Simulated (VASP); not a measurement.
Set up this calculation in VASP 6.6.1, as the native input.

```
Task                   : single point
Functional             : PBE
Potentials or basis    : VASP PAW PBE potentials, release 64 (Al, B, N)
Cutoff                 : 520 eV
k mesh                 : 12 × 12 × 4
Occupations            : gaussian, width 0.02 eV
Spin                   : no spin polarisation
Dipole correction      : no
Further INCAR settings : ALGO = Normal; EDIFF = 1e-06; NBANDS = 21
```

The structure of AlB2N3 lies in POSCAR:

```
AlB2N3
1.0
    2.6233359288      0.0000000000      0.0000000000
   -1.3116679644      2.2718755570      0.0000000000
    0.0000000000      0.0000000000      6.4419709387
Al B N
1 2 3
Direct
    0.0000000000      0.0000000000      0.0000000000
    0.3333333333      0.6666666667      0.6598549918
    0.6666666667      0.3333333333      0.3401450082
    0.6666666667      0.3333333333      0.8087995042
    0.3333333333      0.6666666667      0.1912004958
    0.0000000000      0.0000000000      0.5000000000
```

One way to write it, as run:

INCAR

```
SYSTEM = AlB2N3
PREC = Accurate ; ENCUT = 520
EDIFF = 1E-6 ; ISMEAR = 0
SIGMA = 0.02 ; LREAL = .FALSE.
LASPH = .TRUE. ; NELM = 60
ALGO = Normal ; ISIF = 2
LWAVE = .FALSE. ; LCHARG = .FALSE.
GGA = PE ; NBANDS = 21
```

KPOINTS

```
Automatic mesh
0
G
  12 12 4
  0 0 0
```

Potentials or basis: VASP PAW PBE potentials, release 64 (Al, B, N).

Command:

```bash
$ cat potpaw_PBE.64/Al/POTCAR potpaw_PBE.64/B/POTCAR potpaw_PBE.64/N/POTCAR > POTCAR
$ mpirun -np 1 vasp_std > vasp.out
```

It gave:

- Pressure: -0.2 GPa
- Largest force: 0.005 eV/Å
- Band gap on the k mesh: 1.70 eV, indirect (least direct gap 2.80 eV)

Run time: 34 s on 1 thread of Intel Xeon 6975P-C, with other jobs on the host, peak memory 0.18 GiB.
